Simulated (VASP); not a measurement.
Wanted: the native input for a VASP 6.6.1 run.

| Property | Result |
| --- | --- |
| Task | single point |
| Functional | PBE |
| Potentials or basis | VASP PAW PBE potentials, release 64 (P, Ga_d) |
| Cutoff | 520 eV |
| k mesh | 9 × 9 × 3 |
| Occupations | gaussian, width 0.05 eV |
| Spin | no spin polarisation |
| Dipole correction | yes |
| Further INCAR settings | ALGO = Fast; EDIFF = 1e-06; NBANDS = 46 |

The structure of GaP lies in POSCAR:

```
GaP
1.0
    3.8926748893      0.0000000000      0.0000000000
   -1.9463374447      3.3711553428      0.0000000000
    0.0000000000      0.0000000000     25.3296561479
P Ga
4 4
Direct
    0.0000000000      0.0000000000      0.2960956105
    0.3333333333      0.6666666667      0.4215752348
    0.6666666667      0.3333333333      0.5470548591
    0.0000000000      0.0000000000      0.6725344835
    0.3333333333      0.6666666667      0.3274655165
    0.6666666667      0.3333333333      0.4529451409
    0.0000000000      0.0000000000      0.5784247652
    0.3333333333      0.6666666667      0.7039043895
```

These files were run (other wordings do the same):

INCAR

```
SYSTEM = GaP
ALGO = Fast
DIPOL = 0.5 0.5 0.500
EDIFF = 1E-6
ENCUT = 520
GGA = PE
IDIPOL = 3
ISIF = 2
ISMEAR = 0
LASPH = .True.
LCHARG = .False.
LDIPOL = .True.
LREAL = .False.
LWAVE = .False.
NBANDS = 46
NELM = 100
PREC = Accurate
SIGMA = 0.05
```

KPOINTS

```
k-points
0
Gamma
  9 9 3
  0 0 0
```

Potentials or basis: VASP PAW PBE potentials, release 64 (P, Ga_d).

Launch:

```console
$ cat potpaw_PBE.64/P/POTCAR potpaw_PBE.64/Ga_d/POTCAR > POTCAR
$ mpirun -np 1 vasp_std > vasp.out
```

It gave:

```json
{
  "Largest force": "0.673 eV/Å",
  "Band gap on the k mesh": "zero (bands 36 and 37 overlap by 0.29 eV)"
}
```

Run time: 34 min on 1 thread of Oxide Virtual Turin-like Processor, with other jobs on the host, peak memory 0.6 GiB.
